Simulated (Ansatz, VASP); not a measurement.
**Two plane-wave programs on Fe**

File INCAR:

```
  ALGO = Normal
  EDIFF = 1E-6
  ENCUT = 600
  GGA = PE
  GGA_COMPAT = False
  ISIF = 2
  ISMEAR = 0
  LASPH = True
  LCHARG = False
  LREAL = False
  LWAVE = False
  NBANDS = 10
  NELM = 120
  PREC = Accurate
  SIGMA = 1.0
```

Contents of KPOINTS:

```
k-points
0
Gamma
  16 16 16
```

The input POSCAR:

```
Fe
1.0
   -1.3807996972      1.3807996972      1.3807996972
    1.3807996972     -1.3807996972      1.3807996972
    1.3807996972      1.3807996972     -1.3807996972
Fe
1
Direct
    0.0000000000      0.0000000000      0.0000000000
```

Input for Ansatz:

```yaml
crystal:
  lattice:
    - [-1.3807996972, 1.3807996972, 1.3807996972]
    - [1.3807996972, -1.3807996972, 1.3807996972]
    - [1.3807996972, 1.3807996972, -1.3807996972]
  atoms:
    - { symbol: Fe, position: [0.0, 0.0, 0.0] }
hamiltonian:
  xc: pbe
  pseudopotentials:
    kind: paw
    azcp:
      Fe: "pseudopotentials/Fe.paw.azcp"
basis:
  ecutwfc: 420
  fft_grid_basis: typed
kpoints:
  mp_grid: { grid: [16, 16, 16], shift: [0, 0, 0] }
magnetization:
  spin_polarized: false
scf:
  occupations: { method: gaussian, width: 1.0 }
  lower_state_search: "off"
output:
  stress: true
```

Alike in both runs: task single point; functional PBE; k mesh 16 × 16 × 16; occupations gaussian, width 1 eV; no spin polarisation.

```csv
,VASP,Ansatz
version,VASP 6.6.1,Ansatz 0.2.0
potentials or method,"VASP PAW PBE potentials, release 64 (Fe), cutoff 600 eV","plane waves (420 eV) with PAW, scalar-relativistic"
valence electrons in the cell,8,16
```

Ansatz gave:

| Quantity | Value |
| --- | --- |
| pressure (GPa) | 8.7 |

Which values does VASP return?

Pressure (GPa): 8.2.

The functional is the same, so the differences come from potentials, cutoffs and numerics. VASP's potentials hold 8 valence electrons a cell and Ansatz's 16, so a difference there can come from the potentials and not from the codes.
